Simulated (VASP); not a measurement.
# LiF (P6_3mc) in VASP: notebook

Runs on LiF. Level: PBEsol. Tasks: single point.

Everything below comes from runs of VASP 6.6.1. Logs are shortened: lines on timing, memory, paths and dates and some standing lists are left out, and cuts for length are marked.

### Step 1. The cell of the first run

It takes space group P6_3mc (No. 186, hexagonal). Conventional cell: a = 3.061 Å, b = 3.061 Å, c = 4.615 Å, α = 90.00°, β = 90.00°, γ = 120.00°. Li (site symmetry 3m) has 4 F at 1.79 to 1.84 Å within 2.4 Å. Within 2.4 Å of F (site symmetry 3m) lie 4 Li at 1.79 to 1.84 Å.

### Step 2. Single point, PBEsol (strain +0.000 along x and y, -0.040 along z)

INCAR

```
SYSTEM = LiF
PREC = Accurate
ENCUT = 520
EDIFF = 1E-6
ISMEAR = 0
SIGMA = 0.05
LREAL = .FALSE.
LASPH = .TRUE.
NELM = 80
ALGO = Normal
ISIF = 2
LWAVE = .FALSE.
LCHARG = .TRUE.
GGA = PS
LELF = .TRUE.
LVHAR = .TRUE.
NBANDS = 18
```

KPOINTS

```
regular mesh
0
G
  9 9 6
  0 0 0
```

POSCAR

```
LiF
1.0
    3.0609398175      0.0000000000      0.0000000000
   -1.5304699087      2.6508516414      0.0000000000
    0.0000000000      0.0000000000      4.6150315872
Li F
2 2
Direct
    0.3333333333      0.6666666667      0.3811542600
    0.6666666667      0.3333333333      0.8811542600
    0.3333333333      0.6666666667      0.9938437400
    0.6666666667      0.3333333333      0.4938437400
```

Potentials or basis: VASP PAW PBE potentials, release 64 (Li_sv, F).

Command:

```sh
$ cat potpaw_PBE.64/Li_sv/POTCAR potpaw_PBE.64/F/POTCAR > POTCAR
$ mpirun -np 1 vasp_std > vasp.out
```

OUTCAR:

```text
SYSTEM = LiF
   PREC = Accurate
   ENCUT = 520
   EDIFF = 1E-6
   ISMEAR = 0
   LREAL = .FALSE.
   LASPH = .TRUE.
   NELM = 80
   ISIF = 2
   GGA = PS

 ion  position               nearest neighbor table
   1  0.333  0.667  0.381-   3 1.79   4 1.84   4 1.84   4 1.84
   2  0.667  0.333  0.881-   4 1.79   3 1.84   3 1.84   3 1.84
   3  0.333  0.667  0.994-   1 1.79   2 1.84   2 1.84   2 1.84
   4  0.667  0.333  0.494-   2 1.79   1 1.84   1 1.84   1 1.84

  LATTYP: Found a hexagonal cell.
 ALAT       =     3.0609398175
 C/A-ratio  =     1.5077171922

  Lattice vectors:

 A1 = (   3.0609398175,   0.0000000000,   0.0000000000)
 A2 = (  -1.5304699087,   2.6508516414,   0.0000000000)
 A3 = (   0.0000000000,   0.0000000000,   4.6150315872)

Analysis of symmetry for initial positions (statically):
=====================================================================
 Subroutine PRICEL returns:
 Original cell was already a primitive cell.

 Routine SETGRP: Setting up the symmetry group for a
 hexagonal supercell.

 Subroutine GETGRP returns: Found 12 space group operations
 (whereof  6 operations were pure point group operations)
 out of a pool of 24 trial point group operations.

The static configuration has the point symmetry C_3v.
 The point group associated with its full space group is C_6v.

Analysis of symmetry for dynamics (positions and initial velocities):
=====================================================================
 Subroutine PRICEL returns:
 Original cell was already a primitive cell.

 Routine SETGRP: Setting up the symmetry group for a
 hexagonal supercell.

 Subroutine GETGRP returns: Found 12 space group operations
 (whereof  6 operations were pure point group operations)
 out of a pool of 24 trial point group operations.

The dynamic configuration has the point symmetry C_3v.
 The point group associated with its full space group is C_6v.

 Subroutine INISYM returns: Found 12 space group operations
 (whereof  6 operations are pure point group operations),
 and found     1 'primitive' translations

----------------------------------------------------------------------------------------

                                     Primitive cell

  volume of cell :      37.4468

[... 91 lines left out ...]
   NELM   =     80;   NELMIN=  2; NELMDL= -5     # of ELM steps
   EDIFF  = 0.1E-05   stopping-criterion for ELM
   LREAL  =      F    real-space projection
   EDIFFG = 0.1E-04   stopping-criterion for IOM
   NSW    =      0    number of steps for IOM
   IBRION =     -1    ionic relax: 0-MD 1-quasi-New 2-CG
   NFREE  =      0    steps in history (QN), initial steepest desc. (CG)
   ISIF   =      2    stress and relaxation
   ISYM   =      2    0-nonsym 1-usesym 2-fastsym
   POTIM  = 0.5000    time-step for ionic-motion
   TEBEG  =    0.0;   TEEND  =   0.0 temperature during run
   PSTRESS=    0.0 pullay stress
   NELECT =      20.0000    total number of electrons
   NUPDOWN=      -1.0000    fix difference up-down
   EMIN   =  10.00;   EMAX   =-10.00  energy-range for DOS
   EFERMI =   0.00;   METHOD = LEGACY
   ISMEAR =     0;   SIGMA  =   0.05  broadening in eV -4-tet -1-fermi 0-gaus
   EFERMI_NEDOS =   21; number of points for ismear=-14 and -15
   IALGO  =     38    algorithm
   IMIX   =      4    mixing-type and parameters
     AMIX     =   0.40;   BMIX     =  1.00
     AMIX_MAG =   1.60;   BMIX_MAG =  1.00
  volume/ion in A,a.u.               =       9.36        63.18
  Fermi-wavevector in a.u.,A,eV,Ry     =   1.328250  2.510029 24.004057  1.764248
  Thomas-Fermi vector in A             =   2.457502
   LORBIT       =      0    0 simple, 1 ext, 2 COOP (PROOUT), +10 PAW based schemes
   GGA     = PS    functional components
   LHFCALC =     F    Hartree Fock is set to
   AEXX    =    0.0000 exact exchange contribution
   IVDW    =     0    specifies the selected vdW correction
   LEPSILON=     F    determine dielectric tensor
   LRPA    =     F    only Hartree local field effects (RPA)
 non-spin polarized calculation
 Gauss-broadening in eV      SIGMA  =   0.05
  energy-cutoff  :      520.00
  volume of cell :       37.45
 maximum number of plane-waves:      1037
 NGX is ok and might be reduce to    24
   NGX = 11   NGY = 11   NGZ = 17

 number of electron      19.9999970 magnetization

 Free energy of the ion-electron system (eV)
  ---------------------------------------------------
  ext. energy  EPLUGINS =         0.00000000
  ---------------------------------------------------
  free energy    TOTEN  =       -19.55735359 eV

  energy without entropy =      -19.55735359  energy(sigma->0) =      -19.55735359

 E-fermi :  -1.9804     XC(G=0):  -9.3051

 val. band max:       -2.2245137638   @ k =   0.0000   0.0000   0.0000
 cond. band min:       5.6805182765   @ k =   0.0000   0.0000   0.0000
 fundamental gap:      7.9050320403
 Fermi energy:        -1.9804341296

 k-point     1 :       0.0000    0.0000    0.0000
  band No.  band energies     occupation
      1     -41.8865      2.00000
      2     -41.8208      2.00000
      3     -21.6873      2.00000
      4     -21.3951      2.00000
      5      -4.6455      2.00000
      6      -2.8452      2.00000
[... 481 lines left out ...]
      5      -4.4794      2.00000
      6      -3.6249      2.00000
[... 10 lines left out ...]
     17      16.7556      0.00000
     18      19.4772      0.00000

 [... further k-points ...]

------------------------ aborting loop because EDIFF is reached ----------------------------------------

  FORCE on cell =-STRESS in cart. coord.  units (eV):
  Direction    XX          YY          ZZ          XY          YZ          ZX
  --------------------------------------------------------------------------------------
  -------------------------------------------------------------------------------------
  Total        0.6605700      0.6605700      1.6111056      0.0000000      0.0000000     -0.0000000
  in kB       28.2627567     28.2627567     68.9318112      0.0000000      0.0000000     -0.0000000
  external PRESSURE =      41.8191082 kB  Pullay stress =       0.0000000 kB

 VOLUME and BASIS-vectors are now :
 -----------------------------------------------------------------------------
  energy-cutoff  :      520.00
  volume of cell :       37.45
      direct lattice vectors                 reciprocal lattice vectors
     3.060939817  0.000000000  0.000000000     0.326697047  0.188618628  0.000000000
    -1.530469909  2.650851641  0.000000000     0.000000000  0.377237256  0.000000000
     0.000000000  0.000000000  4.615031587     0.000000000  0.000000000  0.216683241

 POSITION                                       TOTAL-FORCE (eV/Angst)
 -----------------------------------------------------------------------------------
     -0.00000      1.76723      1.75904        -0.000000     -0.000000      0.240572
      1.53047      0.88362      4.06655         0.000000      0.000000      0.240572
     -0.00000      1.76723      4.58662        -0.000000     -0.000000     -0.240572
      1.53047      0.88362      2.27910         0.000000      0.000000     -0.240572
 -----------------------------------------------------------------------------------
    total drift:                                0.000001      0.000001     -0.003336

  FREE ENERGIE OF THE ION-ELECTRON SYSTEM (eV)
  ---------------------------------------------------
  free  energy   TOTEN  =       -19.5573535903 eV

  energy  without entropy=      -19.5573535903  energy(sigma->0) =      -19.55735359
```

OSZICAR:

```text
N       E                     dE             d eps       ncg     rms          rms(c)
DAV:   1     0.118144587891E+03    0.11814E+03   -0.11099E+04  1736   0.122E+03
DAV:   2    -0.106719350768E+02   -0.12882E+03   -0.12606E+03  1950   0.301E+02
DAV:   3    -0.207187175543E+02   -0.10047E+02   -0.99899E+01  3286   0.620E+01
DAV:   4    -0.207887935697E+02   -0.70076E-01   -0.69998E-01  2120   0.690E+00
DAV:   5    -0.207894885920E+02   -0.69502E-03   -0.69490E-03  2318   0.535E-01    0.673E+00
DAV:   6    -0.195209534408E+02    0.12685E+01   -0.32323E+00  1810   0.139E+01    0.221E+00
DAV:   7    -0.195320529046E+02   -0.11099E-01   -0.10986E-01  2028   0.237E+00    0.144E+00
DAV:   8    -0.195576965735E+02   -0.25644E-01   -0.50655E-02  2132   0.221E+00    0.341E-01
DAV:   9    -0.195566793722E+02    0.10172E-02   -0.63250E-03  2220   0.687E-01    0.940E-02
DAV:  10    -0.195573596729E+02   -0.68030E-03   -0.87444E-04  1878   0.219E-01    0.354E-02
DAV:  11    -0.195573518535E+02    0.78194E-05   -0.43413E-05  2424   0.614E-02    0.680E-03
DAV:  12    -0.195573535499E+02   -0.16964E-05   -0.38264E-06  1910   0.168E-02    0.175E-03
DAV:  13    -0.195573535903E+02   -0.40440E-07   -0.21180E-07  1554   0.428E-03
   1 F= -.19557354E+02 E0= -.19557354E+02  d E =-.260002E-14
```

It took 36 s on 1 thread of Intel Xeon 8259CL, shared host; peak memory 0.16 GiB.

What came out:

```
Free energy            : -19.5574 eV
Largest force          : 0.241 eV/Å
Band gap on the k mesh : 7.91 eV, direct
```

Forces on the atoms (eV/Å):
```
Li   0.000  0.000  0.241
Li   0.000  0.000  0.241
F    0.000  0.000 -0.241
F    0.000  0.000 -0.241
```

Caveat: the cell differs from its parent crystal (strain +0.000 along x and y, -0.040 along z); the cutoff is under 1.25 times the usual one of these potentials, so pressure, stress and relaxed cells hold a basis-set (Pulay) error; the PAW data sets were made with another functional, which shifts forces and pressure a little.

### Step 3. Single point, PBEsol (strain -0.040 along x and y, +0.040 along z)

INCAR

```
SYSTEM = LiF
PREC = Accurate ; ENCUT = 520
EDIFF = 1E-6 ; ISMEAR = 0
SIGMA = 0.05 ; LREAL = .False.
LASPH = .True. ; NELM = 60
ALGO = Normal ; ISIF = 2
LWAVE = .False. ; LCHARG = .False.
GGA = PS ; NBANDS = 18
```

KPOINTS

```
regular mesh
0
Gamma
  9 9 6
  0 0 0
```

POSCAR

```
LiF
1.0
    2.9385022248      0.0000000000      0.0000000000
   -1.4692511124      2.5448175758      0.0000000000
    0.0000000000      0.0000000000      4.9996175528
Li F
2 2
Direct
    0.3333333333      0.6666666667      0.3811542600
    0.6666666667      0.3333333333      0.8811542600
    0.3333333333      0.6666666667      0.9938437400
    0.6666666667      0.3333333333      0.4938437400
```

Potentials or basis: VASP PAW PBE potentials, release 64 (Li_sv, F).

Command:

```sh
$ cat potpaw_PBE.64/Li_sv/POTCAR potpaw_PBE.64/F/POTCAR > POTCAR
$ mpirun -np 1 vasp_std > vasp.out
```

It took 34 s on 1 thread of Intel Xeon 8259CL, shared host; peak memory 0.16 GiB.

It converged, with:

```
Free energy            : -19.5003 eV
Largest force          : 0.328 eV/Å
Band gap on the k mesh : 8.04 eV, direct
```

Forces on the atoms (eV/Å):
```
Li   0.000  0.000 -0.328
Li   0.000  0.000 -0.328
F    0.000  0.000  0.328
F    0.000  0.000  0.328
```

Levels at points of the mesh, in eV from the valence-band top:
```tsv
k point	band 7	band 8	band 9	band 10	band 11	band 12	band 13	band 14
(0.00, 0.00, 0.00)	-0.25	0.00	0.00	0.00	8.04	11.98	15.50	19.45
(0.00, 0.00, 0.50)	-0.12	-0.12	-0.12	-0.12	9.70	9.70	17.47	17.47
```

Caveat: the cell differs from its parent crystal (strain -0.040 along x and y, +0.040 along z); the cutoff is under 1.25 times the usual one of these potentials, so pressure, stress and relaxed cells hold a basis-set (Pulay) error; the PAW data sets were made with another functional, which shifts forces and pressure a little.

(Part 1 of 2 ends here.)
